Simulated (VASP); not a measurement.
# PbS in VASP: single point with r2SCAN

Aim: the single point of PbS with r2SCAN.

All numbers are computed with VASP 6.6.1; they aren't measurements. Logs are shortened: lines on timing, memory, paths and dates and some standing lists are left out, and cuts for length are marked.

### 1 The cell of the first run

The cell holds a slab with vacuum, 4 atoms: a = 11.298 Å, b = 4.250 Å, c = 4.250 Å, α = 89.97°, β = 90.00°, γ = 90.00°.

### 2 Single point, r2SCAN

The input, POSCAR:

```
PbS
1.0
   11.2982770000      0.0000000000      0.0000000000
    0.0000000000      3.0043750000      3.0061810000
    0.0000000000     -3.0043750000      3.0061810000
Pb S
2 2
Direct
    0.6245810000      0.2566380000      0.7566380000
    0.3754190000      0.7566380000      0.2566380000
    0.6136750000      0.7643620000      0.2643620000
    0.3863250000      0.2643620000      0.7643620000
```

The input, INCAR.step1:

```
PREC     = Accurate       # precision mode
ENCUT    = 550            # plane-wave cutoff, eV
ISMEAR   = 0              # smearing method
SIGMA    = 0.01           # smearing width, eV
LREAL    = F              # projectors in reciprocal space
LASPH    = T              # aspherical terms in the spheres
NELM     = 120            # most SCF steps
NBANDS   = 28             # bands
GGA      = PE             # functional
ALGO     = Normal         # electronic algorithm
EDIFF    = 1E-5           # SCF threshold, eV
LWAVE    = T              # write WAVECAR
LCHARG   = F              # write CHGCAR
GGA_COMPAT= F
```

The input, INCAR.step2:

```
PREC     = Accurate       # precision mode
ENCUT    = 550            # plane-wave cutoff, eV
EDIFF    = 1E-6           # SCF threshold, eV
ISMEAR   = 0              # smearing method
SIGMA    = 0.01           # smearing width, eV
LREAL    = F              # projectors in reciprocal space
LASPH    = T              # aspherical terms in the spheres
NELM     = 120            # most SCF steps
ALGO     = Normal         # electronic algorithm
ISIF     = 2              # what is computed and relaxed
LWAVE    = F              # write WAVECAR
LCHARG   = T              # write CHGCAR
METAGGA  = R2SCAN         # meta-GGA
LMIXTAU  = T            
LELF     = T              # ELF
LVHAR    = T            
NBANDS   = 28             # bands
ISTART   = 1            
GGA_COMPAT= F
```

The input, KPOINTS:

```
Automatic mesh
0
Gamma
  2 4 4
```

Potentials or basis: VASP PAW PBE potentials, release 64 (Pb_d, S).

Started as:

```bash
cat potpaw_PBE.64/Pb_d/POTCAR potpaw_PBE.64/S/POTCAR > POTCAR
cp INCAR.step1 INCAR
mpirun -np 1 vasp_std > vasp.out
cp INCAR.step2 INCAR
mpirun -np 1 vasp_std > vasp.out
```

OUTCAR:

```text
PREC = Accurate
   ENCUT = 550
   EDIFF = 1E-6
   ISMEAR = 0
   LREAL = F
   LASPH = T
   NELM = 120
   ISIF = 2
   METAGGA = R2SCAN
   ISTART = 1

 ion  position               nearest neighbor table
   1  0.625  0.257  0.757-   4 2.69   3 2.96   3 3.01   3 3.01   3 3.06   2 4.12   2 4.12   2 4.12
                             2 4.12
   2  0.375  0.757  0.257-   3 2.69   4 2.96   4 3.01   4 3.01   4 3.06   1 4.12   1 4.12   1 4.12
                             1 4.12
   3  0.614  0.764  0.264-   2 2.69   1 2.96   1 3.01   1 3.01   1 3.06
   4  0.386  0.264  0.764-   1 2.69   2 2.96   2 3.01   2 3.01   2 3.06

  LATTYP: Found a base centered orthorhombic cell.
 ALAT       =     6.0087500000
 B/A-ratio  =     1.0006011234
 C/A-ratio  =     1.8803040566

  Lattice vectors:

 A1 = (   0.0000000000,   3.0043750000,  -3.0061810000)
 A2 = (   0.0000000000,   3.0043750000,   3.0061810000)
 A3 = (  11.2982770000,   0.0000000000,   0.0000000000)

Analysis of symmetry for initial positions (statically):
=====================================================================
 Subroutine PRICEL returns:
 Original cell was already a primitive cell.

 Routine SETGRP: Setting up the symmetry group for a
 base centered orthorhombic supercell.

 Subroutine GETGRP returns: Found  4 space group operations
 (whereof  2 operations were pure point group operations)
 out of a pool of  8 trial point group operations.

The static configuration has the point symmetry C_2 .
 The point group associated with its full space group is C_2v.

Analysis of symmetry for dynamics (positions and initial velocities):
=====================================================================
 Subroutine PRICEL returns:
 Original cell was already a primitive cell.

 Routine SETGRP: Setting up the symmetry group for a
 base centered orthorhombic supercell.

 Subroutine GETGRP returns: Found  4 space group operations
 (whereof  2 operations were pure point group operations)
 out of a pool of  8 trial point group operations.

The dynamic configuration has the point symmetry C_2 .
 The point group associated with its full space group is C_2v.

 Subroutine INISYM returns: Found  4 space group operations
 (whereof  2 operations are pure point group operations),
 and found     1 'primitive' translations

----------------------------------------------------------------------------------------

                                     Primitive cell

  volume of cell :     204.0852

  direct lattice vectors                    reciprocal lattice vectors
    11.298277000  0.000000000  0.000000000     0.088509071  0.000000000  0.000000000
     0.000000000  3.004375000  3.006181000     0.000000000  0.166423965  0.166323984
     0.000000000 -3.004375000  3.006181000     0.000000000 -0.166423965  0.166323984

  length of vectors
    11.298277000  4.250105098  4.250105098     0.088509071  0.235288342  0.235288342

  position of ions in fractional coordinates (direct lattice)
     0.624581000  0.256638000  0.756638000
     0.375419000  0.756638000  0.256638000
     0.613675000  0.764362000  0.264362000
     0.386325000  0.264362000  0.764362000

  ion indices of the primitive-cell ions
   primitive index   ion index
                 1           1
                 2           2
                 3           3
                 4           4

----------------------------------------------------------------------------------------

 KPOINTS: Automatic mesh

Automatic generation of k-mesh.
 Grid dimensions read from file:
 generate k-points for:    2    4    4

 Generating k-lattice:

  Cartesian coordinates                     Fractional coordinates (reciprocal lattice)
     0.044254535  0.000000000  0.000000000     0.500000000  0.000000000  0.000000000
     0.000000000  0.041605991  0.041580996     0.000000000  0.250000000  0.000000000
     0.000000000 -0.041605991  0.041580996     0.000000000  0.000000000  0.250000000

  Length of vectors
     0.044254535  0.058822085  0.058822085

  Shift w.r.t. Gamma in fractional coordinates (k-lattice)
     0.000000000  0.000000000  0.000000000

 Subroutine IBZKPT returns following result:
 ===========================================

 Found     14 irreducible k-points:

 Following reciprocal coordinates:
            Coordinates               Weight
  0.000000  0.000000  0.000000      1.000000
  0.500000  0.000000  0.000000      1.000000
  0.000000  0.250000 -0.000000      4.000000
  0.500000  0.250000 -0.000000      4.000000
  0.000000  0.500000 -0.000000      2.000000
  0.500000  0.500000 -0.000000      2.000000
  0.000000  0.250000  0.250000      2.000000
  0.500000  0.250000  0.250000      2.000000
  0.000000  0.500000  0.250000      4.000000
  0.500000  0.500000  0.250000      4.000000
  0.000000 -0.250000  0.250000      2.000000
  0.500000 -0.250000  0.250000      2.000000
  0.000000  0.500000  0.500000      1.000000
  0.500000  0.500000  0.500000      1.000000
   k-points           NKPTS =     14   k-points in BZ     NKDIM =     14   number of bands    NBANDS=     28
   number of dos      NEDOS =    301   number of ions     NIONS =      4
   total plane-waves  NPLWV = 116640
   dimension x,y,z NGX =    90 NGY =   36 NGZ =   36
   dimension x,y,z NGXF=   180 NGYF=   72 NGZF=   72
   ions per type =               2   2
   NGX,Y,Z   is equivalent  to a cutoff of  13.24, 14.08, 14.08 a.u.
   NGXF,Y,Z  is equivalent  to a cutoff of  26.49, 28.16, 28.16 a.u.
 SYSTEM =  unknown system
   PREC   = accura    normal or accurate (medium, high low for compatibility)
   ISTART =      1    job   : 0-new  1-cont  2-samecut
   ICHARG =      0    charge: 1-file 2-atom 10-const
   ISPIN  =      1    spin polarized calculation?
   LNONCOLLINEAR =      F non collinear calculations
   LSORBIT =      F    spin-orbit coupling
   LASPH  =      T    aspherical Exc in radial PAW
   ENCUT  =  550.0 eV  40.42 Ry    6.36 a.u.  21.60  8.13  8.13*2*pi/ulx,y,z
   NELM   =    120;   NELMIN=  2; NELMDL=  0     # of ELM steps
   EDIFF  = 0.1E-05   stopping-criterion for ELM
   LREAL  =      F    real-space projection
   EDIFFG = 0.1E-04   stopping-criterion for IOM
   NSW    =      0    number of steps for IOM
   IBRION =     -1    ionic relax: 0-MD 1-quasi-New 2-CG
   NFREE  =      0    steps in history (QN), initial steepest desc. (CG)
   ISIF   =      2    stress and relaxation
   ISYM   =      2    0-nonsym 1-usesym 2-fastsym
   POTIM  = 0.5000    time-step for ionic-motion
   TEBEG  =    0.0;   TEEND  =   0.0 temperature during run
   PSTRESS=    0.0 pullay stress
   NELECT =      40.0000    total number of electrons
   NUPDOWN=      -1.0000    fix difference up-down
   EMIN   =  10.00;   EMAX   =-10.00  energy-range for DOS
   EFERMI =   0.00;   METHOD = LEGACY
   ISMEAR =     0;   SIGMA  =   0.01  broadening in eV -4-tet -1-fermi 0-gaus
   EFERMI_NEDOS =   21; number of points for ismear=-14 and -15
   IALGO  =     38    algorithm
   IMIX   =      4    mixing-type and parameters
     AMIX     =   0.40;   BMIX     =  1.00
     AMIX_MAG =   1.60;   BMIX_MAG =  1.00
  volume/ion in A,a.u.               =      51.02       344.31
  Fermi-wavevector in a.u.,A,eV,Ry     =   0.950950  1.797035 12.303828  0.904306
  Thomas-Fermi vector in A             =   2.079375
   LORBIT       =      0    0 simple, 1 ext, 2 COOP (PROOUT), +10 PAW based schemes
   METAGGA = R2SCAN    functional components
   LHFCALC =     F    Hartree Fock is set to
   AEXX    =    0.0000 exact exchange contribution
   IVDW    =     0    specifies the selected vdW correction
   LEPSILON=     F    determine dielectric tensor
   LRPA    =     F    only Hartree local field effects (RPA)
 non-spin polarized calculation
 Gauss-broadening in eV      SIGMA  =   0.01
  energy-cutoff  :      550.00
  volume of cell :      204.09
 maximum number of plane-waves:      6032
 NGX is ok and might be reduce to    90
   NGX = 43   NGY = 17   NGZ = 17

 number of electron      39.9999996 magnetization

 Free energy of the ion-electron system (eV)
  ---------------------------------------------------
  ext. energy  EPLUGINS =         0.00000000
  ---------------------------------------------------
  free energy    TOTEN  =      -130.90717503 eV

  energy without entropy =     -130.90717503  energy(sigma->0) =     -130.90717503

 E-fermi :   0.1015     XC(G=0):  -5.9780

 val. band max:        0.0103766150   @ k =   0.0000   0.5000  -0.0000
 cond. band min:       2.4164782994   @ k =   0.5000   0.5000  -0.0000
 fundamental gap:      2.4061016844
 Fermi energy:         0.1015429497

 k-point     1 :       0.0000    0.0000    0.0000
  band No.  band energies     occupation
      1     -16.6977      2.00000
      2     -16.5992      2.00000
      3     -16.5822      2.00000
      4     -16.5653      2.00000
      5     -16.5615      2.00000
      6     -16.5460      2.00000
[... 20 lines left out ...]
     27       6.8114      0.00000
     28       6.8465      0.00000

 k-point     2 :       0.5000    0.0000    0.0000
  band No.  band energies     occupation
      1     -16.6977      2.00000
      2     -16.5992      2.00000
      3     -16.5823      2.00000
      4     -16.5653      2.00000
      5     -16.5616      2.00000
      6     -16.5460      2.00000
[... 20 lines left out ...]
     27       6.8140      0.00000
     28       6.8526      0.00000

 k-point     3 :       0.0000    0.2500   -0.0000
  band No.  band energies     occupation
      1     -16.6646      2.00000
      2     -16.5826      2.00000
      3     -16.5794      2.00000
      4     -16.5749      2.00000
      5     -16.5668      2.00000
      6     -16.5617      2.00000
[... 20 lines left out ...]
     27       5.9584      0.00000
     28       7.4652      0.00000

 k-point     4 :       0.5000    0.2500   -0.0000
  band No.  band energies     occupation
      1     -16.6646      2.00000
      2     -16.5826      2.00000
      3     -16.5794      2.00000
      4     -16.5749      2.00000
      5     -16.5668      2.00000
      6     -16.5617      2.00000
[... 268 lines left out ...]
     27       6.4996      0.00000
     28       7.2038      0.00000

 k-point    13 :       0.0000    0.5000    0.5000
  band No.  band energies     occupation
      1     -16.6972      2.00000
      2     -16.6972      2.00000
      3     -16.5645      2.00000
      4     -16.5644      2.00000
      5     -16.5459      2.00000
      6     -16.5456      2.00000
[... 20 lines left out ...]
     27       6.9049      0.00000
     28       6.9075      0.00000

 k-point    14 :       0.5000    0.5000    0.5000
  band No.  band energies     occupation
      1     -16.6972      2.00000
      2     -16.6972      2.00000
      3     -16.5644      2.00000
      4     -16.5643      2.00000
      5     -16.5459      2.00000
      6     -16.5455      2.00000
[... 20 lines left out ...]
     27       6.9103      0.00000
     28       6.9131      0.00000

------------------------ aborting loop because EDIFF is reached ----------------------------------------

  FORCE on cell =-STRESS in cart. coord.  units (eV):
  Direction    XX          YY          ZZ          XY          YZ          ZX
  --------------------------------------------------------------------------------------
  -------------------------------------------------------------------------------------
  Total       -0.9984296     -0.6462533     -0.6464609      0.0000000      0.0000000      0.0000000
  in kB       -7.8382040     -5.0734321     -5.0750625      0.0000000      0.0000000      0.0000000
  external PRESSURE =      -5.9955662 kB  Pullay stress =       0.0000000 kB

 VOLUME and BASIS-vectors are now :
 -----------------------------------------------------------------------------
  energy-cutoff  :      550.00
  volume of cell :      204.09
      direct lattice vectors                 reciprocal lattice vectors
    11.298277000  0.000000000  0.000000000     0.088509071  0.000000000  0.000000000
     0.000000000  3.004375000  3.006181000     0.000000000  0.166423965  0.166323984
     0.000000000 -3.004375000  3.006181000     0.000000000 -0.166423965  0.166323984

 POSITION                                       TOTAL-FORCE (eV/Angst)
 -----------------------------------------------------------------------------------
      7.05669     -1.50219      3.04609        -0.124717      0.000000     -0.005191
      4.24159      1.50219      3.04609         0.124717      0.000000     -0.005191
      6.93347      1.50219      3.09253        -0.237225      0.000000      0.005191
      4.36481     -1.50219      3.09253         0.237225      0.000000      0.005191
 -----------------------------------------------------------------------------------
    total drift:                                0.000000      0.000000     -0.000102

  FREE ENERGIE OF THE ION-ELECTRON SYSTEM (eV)
  ---------------------------------------------------
  free  energy   TOTEN  =      -130.9071750277 eV

  energy  without entropy=     -130.9071750277  energy(sigma->0) =     -130.90717503
```

It took 4.4 min on 1 thread of Intel Xeon 6975P-C (Granite Rapids), shared host; peak memory 0.41 GiB.

What came out:

```
Free energy            : -130.9072 eV
Largest force          : 0.237 eV/Å
Band gap on the k mesh : 2.41 eV
```

Forces on the atoms (eV/Å):
```
Pb  -0.125  0.000 -0.005
Pb   0.125  0.000 -0.005
S   -0.237  0.000  0.005
S    0.237  0.000  0.005
```

Caveat: the PAW data sets were made with another functional, which shifts forces and pressure a little; spin-orbit coupling is left out, which moves the levels of the heavy elements.
